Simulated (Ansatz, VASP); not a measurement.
**Two plane-wave programs on Pt**

```
CELL_PARAMETERS angstrom
0.00000 1.94683 2.08311
2.00037 0.00000 2.08311
2.00037 1.94683 0.00000
ATOMIC_POSITIONS crystal
Pt 0.00000 0.00000 0.00000
```

Change from the starting cell: normal strain along x +0.0275, normal strain along z +0.0700.

Alike in both runs: task single point; functional LDA; k mesh 20 × 20 × 20; occupations gaussian, width 0.15 eV; no spin polarisation.

|  | VASP | Ansatz |
| --- | --- | --- |
| version | VASP 6.6.1 | Ansatz 0.2.0 |
| potentials or method | VASP PAW LDA potentials, release 64 (Pt), cutoff 520 eV | scalar-relativistic, plane waves, PAW |
| valence electrons in the cell | 10 | 18 |

|  | VASP | Ansatz | Ansatz less VASP |
| --- | --- | --- | --- |
| gap on the k mesh at the Fermi level (eV) | none | none | - |
| pressure (GPa) | -21.6 | -22.1 | -0.50 |
| traceless stress, the component that is largest in VASP (GPa) | -2.93 | -2.92 | +0.012 |

LDA's correlation is that of Perdew and Zunger in VASP and of Perdew and Wang (1992) in Ansatz. A gap of «none» marks a metal or a gap that the smearing closes. VASP's potentials hold 10 valence electrons a cell and Ansatz's 18, so a difference there can come from the potentials and not from the codes.

Spin-orbit coupling is off throughout.
